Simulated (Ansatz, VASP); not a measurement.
**Two plane-wave programs on SnGe2N2**

```
Sn Ge N
1.0
     3.09507    0.00000    0.00000
    -1.54753    2.68041    0.00000
     0.00000    0.00000   13.24023
Sn Ge N
1 2 2
Cartesian
  0.0000 0.0000 0.0000
  0.0000 1.7869 7.9012
  0.0000 1.7869 5.3391
  1.5475 0.8935 8.5489
  1.5475 0.8935 4.6913
```

Alike in both runs: functional PBE; k mesh 12 × 12 × 4; occupations gaussian, width 0.1 eV; no spin polarisation.

Ansatz relaxed the structure, and its values are those at the end. VASP's run is a single point on that final structure, the one shown.

|  | VASP | Ansatz |
| --- | --- | --- |
| version | VASP 6.6.1 | Ansatz 0.2.0 |
| potentials or method | VASP PAW PBE potentials, release 64 (Sn_d, Ge_d, N), cutoff 520 eV | scalar-relativistic, plane waves, PAW |
| valence electrons in the cell | 52 | 52 |

```csv
,VASP,Ansatz,Ansatz less VASP
gap on the k mesh at the Fermi level (eV),none,none,-
pressure (GPa),-0.2,0.0,+0.16
rms of the force components (eV/Å),0.011,0.000,-0.0108
```

A gap of «none» marks a metal or a gap that the smearing closes.
